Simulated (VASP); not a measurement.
A run of VASP 6.6.1:

The input INCAR:

```
SYSTEM = Pd16CO
ALGO = Normal
DIPOL = 0.5 0.5 0.464
EDIFF = 1E-6
ENCUT = 520
GGA = PE
IDIPOL = 3
ISIF = 2
ISMEAR = 0
IVDW = 12
LASPH = .TRUE.
LCHARG = .FALSE.
LDIPOL = .TRUE.
LREAL = Auto
LWAVE = .FALSE.
NBANDS = 100
NELM = 80
PREC = Accurate
SIGMA = 0.1
```

Contents of KPOINTS:

```
k-points
0
G
  6 6 1
  0 0 0
```

File POSCAR:

```
Pd16CO
1.0
    5.5005447805      0.0000000000      0.0000000000
   -2.7502723903      4.7636115146      0.0000000000
    0.0000000000      0.0000000000     26.8867640098
Pd C O
16 1 1
Direct
    0.3333333333      0.1666666667      0.3161406853
    0.3333333333      0.6666666667      0.3161406853
    0.8333333333      0.1666666667      0.3161406853
    0.8333333333      0.6666666667      0.3161406853
    0.6666666667      0.3333333333      0.3996608889
    0.6666666667      0.8333333333      0.3996608889
    0.1666666667      0.3333333333      0.3996608889
    0.1666666667      0.8333333333      0.3996608889
    0.0001254968      0.4998745032      0.4832145065
    0.0001254968      0.0002509935      0.4832145065
    0.4997490065      0.4998745032      0.4832145065
    0.5000000000      0.0000000000      0.4845328560
    0.3343047515      0.6686095030      0.5699592143
    0.3343047515      0.1656952485      0.5699592143
    0.8333333333      0.6666666667      0.5671147917
    0.8313904970      0.1656952485      0.5699592143
    0.1666666667      0.3333333333      0.6189220687
    0.1666666667      0.3333333333      0.6628130437
```

Potentials or basis: VASP PAW PBE potentials, release 64 (Pd, C, O).

Command:

```bash
$ cat potpaw_PBE.64/Pd/POTCAR potpaw_PBE.64/C/POTCAR potpaw_PBE.64/O/POTCAR > POTCAR
$ mpirun -np 1 vasp_std > vasp.out
```

Hardware: 1 thread of Intel Xeon 8259CL, with other jobs on the host.

Q: Estimate the wall time of this run.

A: Run time: 48 min on 1 thread of Intel Xeon 8259CL, on a shared host, peak memory 0.9 GiB. Counts: scf iterations 36, k points 7.
